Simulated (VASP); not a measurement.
# BeTe (Fm-3m) in VASP: a series of runs

The runs below take BeTe through single point, with PBE.

Program: VASP 6.6.1. These are calculated values, not measurements. Logs are shortened: lines on timing, memory, paths and dates and some standing lists are left out, and cuts for length are marked.

### 1 The cell of the first run

It takes space group Fm-3m (No. 225, cubic). Conventional cell: a = 5.366 Å, b = 5.366 Å, c = 5.366 Å, α = 90.00°, β = 90.00°, γ = 90.00°. Be (site symmetry m-3m) has 6 Te at 2.68 Å within 3.5 Å. Within 3.5 Å of Te (site symmetry m-3m) lie 6 Be at 2.68 Å.

### 2 Single point, PBE

INCAR reads:

```
PREC = Accurate ; ENCUT = 520
EDIFF = 1E-6 ; ISMEAR = -1
SIGMA = 0.02 ; LREAL = False
LASPH = True ; NELM = 100
ALGO = Normal ; ISIF = 2
LWAVE = False ; LCHARG = False
GGA = PE ; NBANDS = 11
```

KPOINTS reads:

```
Automatic mesh
0
Gamma
  6 6 6
```

POSCAR reads:

```
BeTe
1.0
    0.0000000000      2.6832298771      2.6832298771
    2.6832298771      0.0000000000      2.6832298771
    2.6832298771      2.6832298771      0.0000000000
Be Te
1 1
Direct
    0.0000000000      0.0000000000      0.0000000000
    0.5000000000      0.5000000000      0.5000000000
```

Potentials or basis: VASP PAW PBE potentials, release 64 (Be, Te).

Launch:

```console
$ cat potpaw_PBE.64/Be/POTCAR potpaw_PBE.64/Te/POTCAR > POTCAR
$ mpirun -np 1 vasp_std > vasp.out
```

OUTCAR:

```text
PREC = Accurate
   ENCUT = 520
   EDIFF = 1E-6
   ISMEAR = -1
   LREAL = False
   LASPH = True
   NELM = 100
   ISIF = 2
   GGA = PE

 ion  position               nearest neighbor table
   1  0.000  0.000  0.000-   2 2.68   2 2.68   2 2.68   2 2.68   2 2.68   2 2.68
   2  0.500  0.500  0.500-   1 2.68   1 2.68   1 2.68   1 2.68   1 2.68   1 2.68

  LATTYP: Found a face centered cubic cell.
 ALAT       =     5.3664597542

  Lattice vectors:

 A1 = (   0.0000000000,   2.6832298771,   2.6832298771)
 A2 = (   2.6832298771,   0.0000000000,   2.6832298771)
 A3 = (   2.6832298771,   2.6832298771,   0.0000000000)

Analysis of symmetry for initial positions (statically):
=====================================================================
 Subroutine PRICEL returns:
 Original cell was already a primitive cell.

 Routine SETGRP: Setting up the symmetry group for a
 face centered cubic supercell.

 Subroutine GETGRP returns: Found 48 space group operations
 (whereof 48 operations were pure point group operations)
 out of a pool of 48 trial point group operations.

The static configuration has the point symmetry O_h .

Analysis of symmetry for dynamics (positions and initial velocities):
=====================================================================
 Subroutine PRICEL returns:
 Original cell was already a primitive cell.

 Routine SETGRP: Setting up the symmetry group for a
 face centered cubic supercell.

 Subroutine GETGRP returns: Found 48 space group operations
 (whereof 48 operations were pure point group operations)
 out of a pool of 48 trial point group operations.

The dynamic configuration has the point symmetry O_h .

 Subroutine INISYM returns: Found 48 space group operations
 (whereof 48 operations are pure point group operations),
 and found     1 'primitive' translations

----------------------------------------------------------------------------------------

                                     Primitive cell

  volume of cell :      38.6370

  direct lattice vectors                    reciprocal lattice vectors
     0.000000000  2.683229877  2.683229877    -0.186342588  0.186342588  0.186342588
     2.683229877  0.000000000  2.683229877     0.186342588 -0.186342588  0.186342588
     2.683229877  2.683229877  0.000000000     0.186342588  0.186342588 -0.186342588

  length of vectors
     3.794660083  3.794660083  3.794660083     0.322754830  0.322754830  0.322754830

  position of ions in fractional coordinates (direct lattice)
     0.000000000  0.000000000  0.000000000
     0.500000000  0.500000000  0.500000000

  ion indices of the primitive-cell ions
   primitive index   ion index
                 1           1
                 2           2

----------------------------------------------------------------------------------------

 KPOINTS: Automatic mesh

Automatic generation of k-mesh.
 Grid dimensions read from file:
 generate k-points for:    6    6    6

 Generating k-lattice:

  Cartesian coordinates                     Fractional coordinates (reciprocal lattice)
    -0.031057098  0.031057098  0.031057098     0.166666667  0.000000000  0.000000000
     0.031057098 -0.031057098  0.031057098     0.000000000  0.166666667  0.000000000
     0.031057098  0.031057098 -0.031057098     0.000000000  0.000000000  0.166666667

  Length of vectors
     0.053792472  0.053792472  0.053792472

  Shift w.r.t. Gamma in fractional coordinates (k-lattice)
     0.000000000  0.000000000  0.000000000

 Subroutine IBZKPT returns following result:
 ===========================================

 Found     16 irreducible k-points:

 Following reciprocal coordinates:
            Coordinates               Weight
  0.000000  0.000000  0.000000      1.000000
  0.166667  0.000000  0.000000      8.000000
  0.333333  0.000000  0.000000      8.000000
  0.500000  0.000000  0.000000      4.000000
  0.166667  0.166667  0.000000      6.000000
  0.333333  0.166667  0.000000     24.000000
[... 8 lines left out ...]
 -0.333333  0.333333  0.166667     24.000000
 -0.333333  0.500000  0.166667     12.000000
   k-points           NKPTS =     16   k-points in BZ     NKDIM =     16   number of bands    NBANDS=     11
   number of dos      NEDOS =    301   number of ions     NIONS =      2
   total plane-waves  NPLWV =  21952
   dimension x,y,z NGX =    28 NGY =   28 NGZ =   28
   dimension x,y,z NGXF=    56 NGYF=   56 NGZF=   56
   ions per type =               1   1
   NGX,Y,Z   is equivalent  to a cutoff of  12.27, 12.27, 12.27 a.u.
   NGXF,Y,Z  is equivalent  to a cutoff of  24.53, 24.53, 24.53 a.u.
 SYSTEM =  unknown system
   PREC   = accura    normal or accurate (medium, high low for compatibility)
   ISTART =      0    job   : 0-new  1-cont  2-samecut
   ICHARG =      2    charge: 1-file 2-atom 10-const
   ISPIN  =      1    spin polarized calculation?
   LNONCOLLINEAR =      F non collinear calculations
   LSORBIT =      F    spin-orbit coupling
   LASPH  =      T    aspherical Exc in radial PAW
   ENCUT  =  520.0 eV  38.22 Ry    6.18 a.u.   7.06  7.06  7.06*2*pi/ulx,y,z
   NELM   =    100;   NELMIN=  2; NELMDL= -5     # of ELM steps
   EDIFF  = 0.1E-05   stopping-criterion for ELM
   LREAL  =      F    real-space projection
   EDIFFG = 0.1E-04   stopping-criterion for IOM
   NSW    =      0    number of steps for IOM
   IBRION =     -1    ionic relax: 0-MD 1-quasi-New 2-CG
   NFREE  =      0    steps in history (QN), initial steepest desc. (CG)
   ISIF   =      2    stress and relaxation
   ISYM   =      2    0-nonsym 1-usesym 2-fastsym
   POTIM  = 0.5000    time-step for ionic-motion
   TEBEG  =    0.0;   TEEND  =   0.0 temperature during run
   PSTRESS=    0.0 pullay stress
   NELECT =       8.0000    total number of electrons
   NUPDOWN=      -1.0000    fix difference up-down
   EMIN   =  10.00;   EMAX   =-10.00  energy-range for DOS
   EFERMI =   0.00;   METHOD = LEGACY
   ISMEAR =    -1;   SIGMA  =   0.02  broadening in eV -4-tet -1-fermi 0-gaus
   EFERMI_NEDOS =   21; number of points for ismear=-14 and -15
   IALGO  =     38    algorithm
   IMIX   =      4    mixing-type and parameters
     AMIX     =   0.40;   BMIX     =  1.00
     AMIX_MAG =   1.60;   BMIX_MAG =  1.00
  volume/ion in A,a.u.               =      19.32       130.37
  Fermi-wavevector in a.u.,A,eV,Ry     =   0.968509  1.830216 12.762394  0.938009
  Thomas-Fermi vector in A             =   2.098484
   LORBIT       =      0    0 simple, 1 ext, 2 COOP (PROOUT), +10 PAW based schemes
   GGA     = PE    functional components
   LHFCALC =     F    Hartree Fock is set to
   AEXX    =    0.0000 exact exchange contribution
   IVDW    =     0    specifies the selected vdW correction
   LEPSILON=     F    determine dielectric tensor
   LRPA    =     F    only Hartree local field effects (RPA)
 non-spin polarized calculation
  energy-cutoff  :      520.00
  volume of cell :       38.64
 maximum number of plane-waves:      1056
   NGX = 15   NGY = 15   NGZ = 15

 number of electron       8.0000000 magnetization

 Free energy of the ion-electron system (eV)
  ---------------------------------------------------
  ext. energy  EPLUGINS =         0.00000000
  ---------------------------------------------------
  free energy    TOTEN  =        -6.58384087 eV

  energy without entropy =       -6.58215722  energy(sigma->0) =       -6.58299905

 E-fermi :   7.3458     XC(G=0):  -9.9436

 val. band max:        7.0980905980   @ k =   0.3333   0.3333   0.0000
 cond. band min:       7.3847798555   @ k =   0.5000   0.3333   0.0000
 fundamental gap:      0.2866892575
 Fermi energy:         7.3458037812

 k-point     1 :       0.0000    0.0000    0.0000
  band No.  band energies     occupation
      1      -6.1157      2.00000
      2       6.9492      2.00000
      3       6.9492      2.00000
      4       6.9492      2.00000
      5      10.2443      0.00000
      6      13.4825      0.00000
      7      13.4825      0.00000
      8      13.4825      0.00000
      9      14.0654      0.00000
     10      14.0654      0.00000
     11      14.0654      0.00000

 k-point     2 :       0.1667    0.0000    0.0000
  band No.  band energies     occupation
      1      -5.7766      2.00000
      2       4.7573      2.00000
      3       6.8936      2.00000
      4       6.8936      2.00000
      5      10.9301      0.00000
      6      11.9958      0.00000
      7      11.9958      0.00000
      8      13.3052      0.00000
      9      14.2015      0.00000
     10      14.8816      0.00000
     11      14.8816      0.00000

 k-point     3 :       0.3333    0.0000    0.0000
  band No.  band energies     occupation
      1      -4.8820      2.00000
      2       1.8633      2.00000
      3       6.8859      2.00000
      4       6.8859      2.00000
      5      10.2418      0.00000
      6      10.2418      0.00000
      7      10.4385      0.00000
      8      12.9326      0.00000
      9      16.5775      0.00000
     10      17.0814      0.00000
     11      17.0814      0.00000

 k-point     4 :       0.5000    0.0000    0.0000
  band No.  band energies     occupation
      1      -4.1992      2.00000
      2       0.4551      2.00000
      3       6.9536      2.00000
      4       6.9536      2.00000
      5       9.5191      0.00000
      6       9.5191      0.00000
      7      10.1605      0.00000
      8      12.7549      0.00000
      9      19.1431      0.00000
     10      20.0252      0.00000
     11      20.0280      0.00000

 k-point     5 :       0.1667    0.1667    0.0000
  band No.  band energies     occupation
      1      -5.6610      2.00000
      2       5.4105      2.00000
      3       6.0007      2.00000
      4       6.0007      2.00000
      5       9.9955      0.00000
      6      12.3380      0.00000
      7      12.4250      0.00000
      8      13.9287      0.00000
      9      13.9287      0.00000
     10      16.0681      0.00000
     11      16.0681      0.00000
[... 99 lines left out ...]
 k-point    13 :       0.5000    0.5000    0.0000
  band No.  band energies     occupation
      1      -3.3901      2.00000
      2       1.1928      2.00000
      3       4.2142      2.00000
      4       4.2142      2.00000
      5       6.2806      2.00000
      6      10.2973      0.00000
      7      16.0381      0.00000
      8      16.0381      0.00000
      9      18.4315      0.00000
     10      20.3593      0.00000
     11      21.9778      0.00000

 k-point    14 :       0.5000    0.3333    0.1667
  band No.  band energies     occupation
      1      -4.1515      2.00000
      2       2.1367      2.00000
      3       3.6167      2.00000
      4       5.0358      2.00000
      5       9.0484      0.00000
      6      11.5441      0.00000
      7      12.9604      0.00000
      8      15.1631      0.00000
      9      15.6394      0.00000
     10      18.9233      0.00000
     11      19.0277      0.00000

 k-point    15 :      -0.3333    0.3333    0.1667
  band No.  band energies     occupation
      1      -3.6021      2.00000
      2       1.4344      2.00000
      3       3.1482      2.00000
      4       4.3285      2.00000
      5      10.1824      0.00000
      6      10.3496      0.00000
      7      15.0722      0.00000
      8      15.3021      0.00000
      9      15.8268      0.00000
     10      16.2455      0.00000
     11      20.9180      0.00000

 k-point    16 :      -0.3333    0.5000    0.1667
  band No.  band energies     occupation
      1      -3.3533      2.00000
      2       1.7143      2.00000
      3       3.1071      2.00000
      4       3.2548      2.00000
      5       8.6517      0.00000
      6      12.4712      0.00000
      7      12.7631      0.00000
      8      16.5112      0.00000
      9      17.0168      0.00000
     10      17.6802      0.00000
     11      22.6416      0.00000

------------------------ aborting loop because EDIFF is reached ----------------------------------------

  FORCE on cell =-STRESS in cart. coord.  units (eV):
  Direction    XX          YY          ZZ          XY          YZ          ZX
  --------------------------------------------------------------------------------------
  -------------------------------------------------------------------------------------
  Total       -0.0588919     -0.0588919     -0.0588919     -0.0000000      0.0000000     -0.0000000
  in kB       -2.4420935     -2.4420935     -2.4420935     -0.0000000      0.0000000     -0.0000000
  external PRESSURE =      -2.4420935 kB  Pullay stress =       0.0000000 kB

 VOLUME and BASIS-vectors are now :
 -----------------------------------------------------------------------------
  energy-cutoff  :      520.00
  volume of cell :       38.64
      direct lattice vectors                 reciprocal lattice vectors
     0.000000000  2.683229877  2.683229877    -0.186342588  0.186342588  0.186342588
     2.683229877  0.000000000  2.683229877     0.186342588 -0.186342588  0.186342588
     2.683229877  2.683229877  0.000000000     0.186342588  0.186342588 -0.186342588

 POSITION                                       TOTAL-FORCE (eV/Angst)
 -----------------------------------------------------------------------------------
      0.00000      0.00000      0.00000        -0.000000     -0.000000     -0.000000
      2.68323      2.68323      2.68323         0.000000      0.000000      0.000000
 -----------------------------------------------------------------------------------
    total drift:                                0.000000      0.000000      0.000000

  FREE ENERGIE OF THE ION-ELECTRON SYSTEM (eV)
  ---------------------------------------------------
  free  energy   TOTEN  =        -6.5838408713 eV

  energy  without entropy=       -6.5821572223  energy(sigma->0) =       -6.58299905
```

It took 9.5 s on 1 thread of AMD EPYC 7R13, shared host; peak memory 0.13 GiB.

What came out:

```
Free energy            : -6.5838 eV
Pressure               : -0.2 GPa
Band gap on the k mesh : zero (band 4 reaches 7.49 eV, above the bottom of band 5 at 6.28 eV)
```

Caveat: spin-orbit coupling is left out, which moves the levels of the heavy elements.

### 3 Single point, PBE

INCAR reads:

```
SYSTEM = BeTe
  ALGO = Normal
  EDIFF = 1E-7
  ENCUT = 520
  GGA = PE
  ISIF = 2
  ISMEAR = -1
  LASPH = .True.
  LCHARG = .True.
  LELF = .True.
  LREAL = .False.
  LVHAR = .True.
  LWAVE = .False.
  NBANDS = 11
  NELM = 100
  PREC = Accurate
  SIGMA = 0.02
```

KPOINTS reads:

```
k-points
0
Gamma
  6 6 6
  0 0 0
```

POSCAR is that of step 2.

Potentials or basis: VASP PAW PBE potentials, release 64 (Be, Te).

Launch:

```console
$ cat potpaw_PBE.64/Be/POTCAR potpaw_PBE.64/Te/POTCAR > POTCAR
$ mpirun -np 1 vasp_std > vasp.out
```

Wall time 12 s (1 thread of AMD EPYC 7R13, shared host); peak memory 0.13 GiB.

The run converged. Its results:

```
Free energy            : -6.5838 eV
Pressure               : -0.2 GPa
Band gap on the k mesh : zero (band 4 reaches 7.49 eV, above the bottom of band 5 at 6.28 eV)
```

Levels at points of the mesh, in eV from the Fermi level:
```
           k point  band 1  band 2  band 3  band 4  band 5  band 6  band 7  band 8
(0.00, 0.00, 0.00)  -13.46   -0.40   -0.40   -0.40    2.90    6.14    6.14    6.14
(0.50, 0.00, 0.00)  -11.54   -6.89   -0.39   -0.39    2.17    2.17    2.81    5.41
(0.50, 0.50, 0.00)  -10.74   -6.15   -3.13   -3.13   -1.07    2.95    8.69    8.69
```

Caveat: spin-orbit coupling is left out, which moves the levels of the heavy elements.
